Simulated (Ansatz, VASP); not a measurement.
CO2 in VASP and in Ansatz

```
C O
1.0
     5.62400    0.00000    0.00000
     0.00000    5.62400    0.00000
     0.00000    0.00000    5.62400
C O
4 8
Direct
  0.00000 0.00000 0.00000
  0.50000 0.00000 0.50000
  0.50000 0.50000 0.00000
  0.00000 0.50000 0.50000
  0.11850 0.11850 0.11850
  0.38150 0.88150 0.61850
  0.61850 0.38150 0.88150
  0.88150 0.61850 0.38150
  0.88150 0.88150 0.88150
  0.61850 0.11850 0.38150
  0.38150 0.61850 0.11850
  0.11850 0.38150 0.61850
```

Alike in both runs: task electric field gradients; functional PBE; k mesh 4 × 4 × 4; occupations fermi-dirac, width 0.02 eV; no spin polarisation.

```csv
,VASP,Ansatz
version,VASP 6.6.1,Ansatz 0.2.0
potentials or method,"VASP PAW PBE potentials, release 64 (C, O)","plane-wave PAW, scalar-relativistic"
plane-wave cutoff (eV),520,420
valence electrons in the cell,64,64
```

Ansatz gave:

- gap on the k mesh at the Fermi level (eV): 6.91
- pressure (GPa): 5.5
- rms of the force components (eV/Å): 0.723
- size of Vzz on the site where it differs most (V/Å²): 29.9

Task: Which values does VASP return?

Result: gap on the k mesh at the Fermi level (eV): 6.90; pressure (GPa): 7.1; rms of the force components (eV/Å): 1.055; size of Vzz on the site where it differs most (V/Å²): 50.9.

Atom by atom the forces differ by 0.332 eV/Å (rms over components). With one functional, cell and mesh, what is left measures potentials, basis and numerics.

Noted on VASP's run: the standard files for N, O and F lose accuracy on very short bonds.
